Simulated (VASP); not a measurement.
# Mn (P6_3/mmc) in VASP: notebook

Runs on Mn. Level: PBE. Tasks: relaxation of cell and atoms, single point.

Everything below comes from runs of VASP 6.6.1. Logs are shortened: lines on timing, memory, paths and dates and some standing lists are left out, and cuts for length are marked.

## (1) The cell of the first run

Symmetry: P6_3/mmc, No. 194, hexagonal system. The conventional cell has a = 2.481 Å, b = 2.481 Å, c = 4.016 Å, α = 90.00°, β = 90.00°, γ = 120.00°. Mn (site symmetry -6m2) has 12 Mn at 2.47 to 2.48 Å within 3.3 Å.

This isn't the form of Mn at room conditions, which is a 58-atom cubic cell.

## (2) Relaxation of cell and atoms, PBE

The input, INCAR:

```
PREC = Accurate
ENCUT = 600
EDIFF = 1E-6
ISMEAR = 0
SIGMA = 0.1
LREAL = F
LASPH = T
NELM = 80
ALGO = Fast
ISIF = 3
LWAVE = F
LCHARG = F
GGA = PE
IBRION = 2
NSW = 80
EDIFFG = -0.01
```

The input, KPOINTS:

```
regular mesh
0
Gamma
  21 21 10
```

The input, POSCAR:

```
Mn
1.0
    2.4812041328      0.0000000000      0.0000000000
   -1.2406020664      2.1487858110      0.0000000000
    0.0000000000      0.0000000000      4.0159614000
Mn
2
Direct
    0.3333333333      0.6666666667      0.2500000000
    0.6666666667      0.3333333333      0.7500000000
```

Potentials or basis: VASP PAW PBE potentials, release 64 (Mn_pv).

Command:

```bash
$ cat potpaw_PBE.64/Mn_pv/POTCAR > POTCAR
$ mpirun -np 1 vasp_std > vasp.out
```

OUTCAR:

```text
PREC = Accurate
   ENCUT = 600
   EDIFF = 1E-6
   ISMEAR = 0
   LREAL = F
   LASPH = T
   NELM = 80
   ISIF = 3
   GGA = PE
   IBRION = 2
   NSW = 80
   EDIFFG = -0.01

 ion  position               nearest neighbor table
   1  0.333  0.667  0.250-   2 2.47   2 2.47   2 2.47   2 2.47   2 2.47   2 2.47
   2  0.667  0.333  0.750-   1 2.47   1 2.47   1 2.47   1 2.47   1 2.47   1 2.47

  LATTYP: Found a hexagonal cell.
 ALAT       =     2.4812041328
 C/A-ratio  =     1.6185534059

  Lattice vectors:

 A1 = (   2.4812041328,   0.0000000000,   0.0000000000)
 A2 = (  -1.2406020664,   2.1487858110,   0.0000000000)
 A3 = (   0.0000000000,   0.0000000000,   4.0159614000)

Analysis of symmetry for initial positions (statically):
=====================================================================
 Subroutine PRICEL returns:
 Original cell was already a primitive cell.

 Routine SETGRP: Setting up the symmetry group for a
 hexagonal supercell.

 Subroutine GETGRP returns: Found 24 space group operations
 (whereof 12 operations were pure point group operations)
 out of a pool of 24 trial point group operations.

The static configuration has the point symmetry D_3d.
 The point group associated with its full space group is D_6h.

Analysis of symmetry for dynamics (positions and initial velocities):
=====================================================================
 Subroutine PRICEL returns:
 Original cell was already a primitive cell.

 Routine SETGRP: Setting up the symmetry group for a
 hexagonal supercell.

 Subroutine GETGRP returns: Found 24 space group operations
 (whereof 12 operations were pure point group operations)
 out of a pool of 24 trial point group operations.

The dynamic configuration has the point symmetry D_3d.
 The point group associated with its full space group is D_6h.

 Subroutine INISYM returns: Found 24 space group operations
 (whereof 12 operations are pure point group operations),
 and found     1 'primitive' translations

----------------------------------------------------------------------------------------

                                     Primitive cell

  volume of cell :      21.4114

  direct lattice vectors                    reciprocal lattice vectors
     2.481204133  0.000000000  0.000000000     0.403030120  0.232689548  0.000000000
    -1.240602066  2.148785811  0.000000000     0.000000000  0.465379097  0.000000000
     0.000000000  0.000000000  4.015961400     0.000000000  0.000000000  0.249006377

  length of vectors
     2.481204133  2.481204133  4.015961400     0.465379097  0.465379097  0.249006377

  position of ions in fractional coordinates (direct lattice)
     0.333333333  0.666666667  0.250000000
     0.666666667  0.333333333  0.750000000

  ion indices of the primitive-cell ions
   primitive index   ion index
                 1           1
                 2           2

----------------------------------------------------------------------------------------

 KPOINTS: regular mesh

Automatic generation of k-mesh.
 Grid dimensions read from file:
 generate k-points for:   21   21   10

 Generating k-lattice:

  Cartesian coordinates                     Fractional coordinates (reciprocal lattice)
     0.019191910  0.011080455  0.000000000     0.047619048 -0.000000000  0.000000000
     0.000000000  0.022160909  0.000000000     0.000000000  0.047619048  0.000000000
     0.000000000  0.000000000  0.024900638     0.000000000  0.000000000  0.100000000

  Length of vectors
     0.022160909  0.022160909  0.024900638

  Shift w.r.t. Gamma in fractional coordinates (k-lattice)
     0.000000000  0.000000000  0.000000000

 Subroutine IBZKPT returns following result:
 ===========================================

 Found    288 irreducible k-points:

 Following reciprocal coordinates:
            Coordinates               Weight
  0.000000  0.000000  0.000000      1.000000
  0.047619 -0.000000  0.000000      6.000000
  0.095238 -0.000000  0.000000      6.000000
  0.142857  0.000000  0.000000      6.000000
  0.190476 -0.000000  0.000000      6.000000
  0.238095  0.000000  0.000000      6.000000
[... 16 lines left out ...]
  0.142857  0.095238  0.000000     12.000000
  0.190476  0.095238  0.000000     12.000000
 [... further k-points ...]
   k-points           NKPTS =    288   k-points in BZ     NKDIM =    288   number of bands    NBANDS=     17
   number of dos      NEDOS =    301   number of ions     NIONS =      2
   total plane-waves  NPLWV =  12800
   dimension x,y,z NGX =    20 NGY =   20 NGZ =   32
   dimension x,y,z NGXF=    40 NGYF=   40 NGZF=   64
   ions per type =               2
   NGX,Y,Z   is equivalent  to a cutoff of  13.40, 13.40, 13.25 a.u.
   NGXF,Y,Z  is equivalent  to a cutoff of  26.80, 26.80, 26.49 a.u.
 SYSTEM =  unknown system
   PREC   = accura    normal or accurate (medium, high low for compatibility)
   ISTART =      0    job   : 0-new  1-cont  2-samecut
   ICHARG =      2    charge: 1-file 2-atom 10-const
   ISPIN  =      1    spin polarized calculation?
   LNONCOLLINEAR =      F non collinear calculations
   LSORBIT =      F    spin-orbit coupling
   LASPH  =      T    aspherical Exc in radial PAW
   ENCUT  =  600.0 eV  44.10 Ry    6.64 a.u.   4.96  4.96  8.02*2*pi/ulx,y,z
   NELM   =     80;   NELMIN=  2; NELMDL= -5     # of ELM steps
   EDIFF  = 0.1E-05   stopping-criterion for ELM
   LREAL  =      F    real-space projection
   EDIFFG = -.1E-01   stopping-criterion for IOM
   NSW    =     80    number of steps for IOM
   IBRION =      2    ionic relax: 0-MD 1-quasi-New 2-CG
   NFREE  =      1    steps in history (QN), initial steepest desc. (CG)
   ISIF   =      3    stress and relaxation
   ISYM   =      2    0-nonsym 1-usesym 2-fastsym
   POTIM  = 0.5000    time-step for ionic-motion
   TEBEG  =    0.0;   TEEND  =   0.0 temperature during run
   PSTRESS=    0.0 pullay stress
   NELECT =      26.0000    total number of electrons
   NUPDOWN=      -1.0000    fix difference up-down
   EMIN   =  10.00;   EMAX   =-10.00  energy-range for DOS
   EFERMI =   0.00;   METHOD = LEGACY
   ISMEAR =     0;   SIGMA  =   0.10  broadening in eV -4-tet -1-fermi 0-gaus
   EFERMI_NEDOS =   21; number of points for ismear=-14 and -15
   IALGO  =     68    algorithm
   IMIX   =      4    mixing-type and parameters
     AMIX     =   0.40;   BMIX     =  1.00
     AMIX_MAG =   1.60;   BMIX_MAG =  1.00
  volume/ion in A,a.u.               =      10.71        72.25
  Fermi-wavevector in a.u.,A,eV,Ry     =   1.746563  3.300525 41.504327  3.050482
  Thomas-Fermi vector in A             =   2.818033
   LORBIT       =      0    0 simple, 1 ext, 2 COOP (PROOUT), +10 PAW based schemes
   GGA     = PE    functional components
   LHFCALC =     F    Hartree Fock is set to
   AEXX    =    0.0000 exact exchange contribution
   IVDW    =     0    specifies the selected vdW correction
   LEPSILON=     F    determine dielectric tensor
   LRPA    =     F    only Hartree local field effects (RPA)
 conjugate gradient relaxation of ions
 non-spin polarized calculation
 RMM-DIIS sequential band-by-band and
 Gauss-broadening in eV      SIGMA  =   0.10
  energy-cutoff  :      600.00
  volume of cell :       21.41
 maximum number of plane-waves:       744
 NGX is ok and might be reduce to    20
   NGX =  9   NGY =  9   NGZ = 17

--------------------------------------- Ionic step        1  -------------------------------------------

 number of electron      26.0000022 magnetization

 Free energy of the ion-electron system (eV)
  ---------------------------------------------------
  ext. energy  EPLUGINS =         0.00000000
  ---------------------------------------------------
  free energy    TOTEN  =       -17.89457746 eV

  energy without entropy =      -17.87961667  energy(sigma->0) =      -17.88709706

------------------------ aborting loop because EDIFF is reached ----------------------------------------

  FORCE on cell =-STRESS in cart. coord.  units (eV):
  Direction    XX          YY          ZZ          XY          YZ          ZX
  --------------------------------------------------------------------------------------
  -------------------------------------------------------------------------------------
  Total       -0.0174214     -0.0174214     -0.0511594      0.0000000      0.0000000     -0.0000000
  in kB       -1.3036125     -1.3036125     -3.8281664      0.0000000      0.0000000     -0.0000000
  external PRESSURE =      -2.1451304 kB  Pullay stress =       0.0000000 kB
[... 57 lines left out ...]
  energy  without entropy=      -17.8796078966  energy(sigma->0) =      -17.88707934

--------------------------------------- Ionic step        3  -------------------------------------------

 number of electron      26.0000022 magnetization

 Free energy of the ion-electron system (eV)
  ---------------------------------------------------
  ext. energy  EPLUGINS =         0.00000000
  ---------------------------------------------------
  free energy    TOTEN  =       -17.89458869 eV

  energy without entropy =      -17.87963375  energy(sigma->0) =      -17.88711122

 E-fermi :  10.4272     XC(G=0): -14.0462

 val. band max:       10.4258476940   @ k =   0.3810  -0.0000   0.2000
 cond. band min:      10.4282846794   @ k =   0.2381   0.0952   0.5000
 fundamental gap:      0.0024369853
 Fermi energy:        10.4271653766

 k-point     1 :       0.0000    0.0000    0.0000
  band No.  band energies     occupation
      1     -37.8483      2.00000
      2     -37.1763      2.00000
      3     -37.1763      2.00000
      4     -37.0703      2.00000
      5     -37.0703      2.00000
      6     -37.0622      2.00000
[... 9 lines left out ...]
     16      11.1751      0.00000
     17      12.0457      0.00000
[... 443 lines left out ...]
      1     -37.7036      2.00000
      2     -37.4453      2.00000
      3     -37.3819      2.00000
      4     -37.2513      2.00000
      5     -37.1351      2.00000
      6     -37.1242      2.00000
[... 9 lines left out ...]
     16      11.2944      0.00000
     17      12.2454      0.00000

 [... further k-points ...]
[... 5 lines left out ...]
  --------------------------------------------------------------------------------------
  -------------------------------------------------------------------------------------
  Total        0.0118290      0.0118290     -0.0126335      0.0000000      0.0000000      0.0000000
  in kB        0.8857651      0.8857651     -0.9460069      0.0000000      0.0000000      0.0000000
  external PRESSURE =       0.2751744 kB  Pullay stress =       0.0000000 kB
[... 17 lines left out ...]
  FREE ENERGIE OF THE ION-ELECTRON SYSTEM (eV)
  ---------------------------------------------------
  free  energy   TOTEN  =       -17.8945886917 eV

  energy  without entropy=      -17.8796337475  energy(sigma->0) =      -17.88711122

 reached required accuracy - stopping structural energy minimisation
```

Wall time 2.9 min (1 thread of Intel Xeon Platinum 8259CL at 2.50GHz (Skylake/Cascade Lake), shared host); peak memory 0.22 GiB.

Results:

```yaml
Free_energy: -17.8946 eV
Relaxed_volume: 10.70 Å³/atom
Relaxed_cell: a = 2.481 Å, b = 2.481 Å, c = 4.014 Å, α = 90.00°, β = 90.00°, γ = 120.00°
Space_group_after_relaxing_to_0.1_Å: P6_3/mmc (No. 194)
Energy_gained_by_relaxing: 0.0 meV/atom
Ionic_steps: 3
Pressure_after_relaxing: 0.0 GPa
Band_gap_on_the_k_mesh: zero (bands 13 and 14 overlap by 2.17 eV)
```

Final structure:
```xyz
2
Lattice="2.4809 0.0000 0.0000 -1.2404 2.1485 0.0000 0.0000 0.0000 4.0143" Properties=species:S:1:pos:R:3 pbc="T T T"
Mn    0.0000    1.4323    1.0036
Mn    1.2404    0.7162    3.0107
```

Levels at points of the mesh, in eV from the Fermi level:
```csv
k point,band 10,band 11,band 12,band 13,band 14,band 15,band 16,band 17
"(0.00, 0.00, 0.00)",-0.95,-0.95,-0.47,-0.47,0.05,0.05,0.75,1.62
"(0.00, 0.00, 0.50)",-1.54,-1.03,-1.03,-1.03,-1.03,1.20,1.20,1.20
```

Caveat: the run has no spin polarisation, though such a crystal can be magnetic. Spin polarisation is off, so any magnetic state and its effect on volume and gap are missing.

## (3) Single point, PBE, collinear spin, ferromagnetic start

The input, INCAR:

```
SYSTEM = Mn
ALGO = Fast
EDIFF = 1E-7
ENCUT = 520
GGA = PE
ISIF = 2
ISMEAR = 0
ISPIN = 2
LASPH = .TRUE.
LCHARG = .FALSE.
LMAXMIX = 4
LORBIT = 11
LREAL = .FALSE.
LWAVE = .FALSE.
MAGMOM = 3.31 3.31
NBANDS = 24
NELM = 150
PREC = Accurate
SIGMA = 0.1
```

The input, KPOINTS:

```
k-points
0
G
  18 18 10
  0 0 0
```

POSCAR is that of step 2.

Potentials or basis: VASP PAW PBE potentials, release 64 (Mn_pv).

Command:

```bash
$ cat potpaw_PBE.64/Mn_pv/POTCAR > POTCAR
$ mpirun -np 1 vasp_std > vasp.out
```

Run time: 3.6 min. Hardware: 1 thread of Intel Xeon Platinum 8259CL at 2.50GHz (Skylake/Cascade Lake), shared host; peak memory 0.25 GiB.

It converged, with:

* Free energy: -17.8942 eV
* Pressure: -0.1 GPa
* Band gap on the k mesh: zero (filled and empty bands overlap)
* Net moment: 0.00 μB per cell
* Valence electrons inside the program's atomic spheres: Mn 11.99

Stress tensor (GPa, compression positive):
```
-0.06  0.00  0.00
 0.00 -0.06  0.00
 0.00  0.00 -0.23
```

Levels at points of the mesh, in eV from the Fermi level:
Spin up:
```
           k point  band 11  band 12  band 13  band 14  band 15  band 16
(0.00, 0.00, 0.00)    -0.94    -0.47    -0.47     0.05     0.05     0.74
(0.50, 0.00, 0.00)    -1.15    -0.93    -0.41     1.83     1.97     2.04
(0.00, 0.00, 0.50)    -1.02    -1.02    -1.02    -1.02     1.20     1.20
(0.50, 0.00, 0.50)     0.19     0.19     0.86     0.86     1.96     1.96
```
Spin down:
```tsv
k point	band 11	band 12	band 13	band 14	band 15	band 16
(0.00, 0.00, 0.00)	-0.94	-0.47	-0.47	0.05	0.05	0.74
(0.50, 0.00, 0.00)	-1.15	-0.93	-0.41	1.83	1.97	2.04
(0.00, 0.00, 0.50)	-1.02	-1.02	-1.02	-1.02	1.20	1.20
(0.50, 0.00, 0.50)	0.19	0.19	0.86	0.86	1.96	1.96
```
